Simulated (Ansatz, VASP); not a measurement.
One calculation of Bi, two programs

```
CELL_PARAMETERS angstrom
-1.68743 1.68743 2.64218
1.68743 -1.68743 2.64218
1.68743 1.68743 -2.64218
ATOMIC_POSITIONS crystal
Bi 0.00000 0.00000 0.00000
```

Alike in both runs: task single point; functional PBE; dispersion D3(BJ); k mesh 18 × 18 × 18; occupations gaussian, width 0.15 eV; no spin polarisation.

|  | VASP | Ansatz |
| --- | --- | --- |
| version | VASP 6.6.1 | Ansatz 0.2.0 |
| potentials or method | VASP PAW PBE potentials, release 64 (Bi_d), cutoff 520 eV | scalar-relativistic, plane waves, PAW |
| valence electrons in the cell | 15 | 15 |

|  | VASP | Ansatz | Ansatz less VASP |
| --- | --- | --- | --- |
| gap on the k mesh at the Fermi level (eV) | none | none | - |
| pressure (GPa) | 0.5 | 0.6 | +0.07 |
| traceless stress, the component that is largest in VASP (GPa) | 0.13 | 0.13 | +0.001 |

A gap of «none» marks a metal or a gap that the smearing closes.

Spin-orbit coupling is off throughout.
